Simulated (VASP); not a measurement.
Wanted: the native input for a VASP 6.6.1 run.

* Task: single point
* Functional: LDA
* Potentials or basis: VASP PAW LDA potentials, release 64 (Rb_sv, Pd, C)
* Cutoff: 520 eV
* k mesh: 6 × 6 × 6
* Occupations: gaussian, width 0.02 eV
* Spin: no spin polarisation
* Dipole correction: no
* Further INCAR settings: ALGO = Normal; EDIFF = 1e-07; NBANDS = 26

The structure of Rb2PdC2 lies in POSCAR:

```
Rb2PdC2
1.0
    4.9830768642      0.0000000000      0.0000000000
   -2.4915384321      4.3154711534      0.0000000000
    0.0000000000      0.0000000000      5.1587073374
Rb Pd C
2 1 2
Direct
    0.3333333333      0.6666666667      0.2818084910
    0.6666666667      0.3333333333      0.7181915090
    0.0000000000      0.0000000000      0.0000000000
    0.0000000000      0.0000000000      0.3783979019
    0.0000000000      0.0000000000      0.6216020981
```

These files were run (other wordings do the same):

INCAR

```
PREC = Accurate ; ENCUT = 520
EDIFF = 1E-7 ; ISMEAR = 0
SIGMA = 0.02 ; LREAL = F
LASPH = T ; NELM = 60
ALGO = Normal ; ISIF = 2
LWAVE = F ; LCHARG = T
GGA = CA ; LELF = T
LVHAR = T ; NBANDS = 26
```

KPOINTS

```
Automatic mesh
0
Gamma
  6 6 6
```

Potentials or basis: VASP PAW LDA potentials, release 64 (Rb_sv, Pd, C).

Command:

```bash
$ cat potpaw_LDA.64/Rb_sv/POTCAR potpaw_LDA.64/Pd/POTCAR potpaw_LDA.64/C/POTCAR > POTCAR
$ mpirun -np 1 vasp_std > vasp.out
```

Results of the run:

The pressure is 3.8 GPa, the largest force is 0.053 eV/Å and the band gap on the k mesh is 1.61 eV.

Caveat: the cell stands under pressure.

Wall time 3.3 min on 1 thread of Intel Xeon 8259CL (shared host), peak memory 0.26 GiB.
